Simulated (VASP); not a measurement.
Set up this calculation in VASP 6.6.1, as the native input.

```
Task                   : single point
Functional             : PBEsol
Potentials or basis    : VASP PAW PBE potentials, release 64 (Ca_sv, O)
Cutoff                 : 520 eV
k mesh                 : 8 × 8 × 8
Occupations            : gaussian, width 0.01 eV
Spin                   : no spin polarisation
Dipole correction      : no
Further INCAR settings : ALGO = Normal; EDIFF = 1e-07; NBANDS = 15
```

The structure of CaO lies in POSCAR:

```
CaO
1.0
    2.3257526053      2.3257526053      0.0000000000
   -2.3257526053      2.3257526053      0.0000000000
    0.0000000000      2.3257526053      2.3257526053
Ca O
1 1
Direct
    0.0000000000      0.0000000000      0.0000000000
    0.5000000000      0.5000000000      0.0000000000
```

The input as run:

INCAR

```
PREC = Accurate
ENCUT = 520
EDIFF = 1E-7
ISMEAR = 0
SIGMA = 0.01
LREAL = False
LASPH = True
NELM = 60
ALGO = Normal
ISIF = 2
LWAVE = False
LCHARG = True
GGA = PS
LELF = True
LVHAR = True
NBANDS = 15
```

KPOINTS

```
Automatic mesh
0
Gamma
  8 8 8
```

Potentials or basis: VASP PAW PBE potentials, release 64 (Ca_sv, O).

Command:

```bash
$ cat potpaw_PBE.64/Ca_sv/POTCAR potpaw_PBE.64/O/POTCAR > POTCAR
$ mpirun -np 1 vasp_std > vasp.out
```

It gave:

- Pressure: 10.9 GPa
- Band gap on the k mesh: 3.46 eV, indirect (least direct gap 3.81 eV)

Caveat: the PAW data sets were made with another functional, which shifts forces and pressure a little.

It took 4.4 s on 1 thread of Intel(R) Xeon(R) 6975P-C (Granite Rapids), on a shared host, peak memory 0.14 GiB.
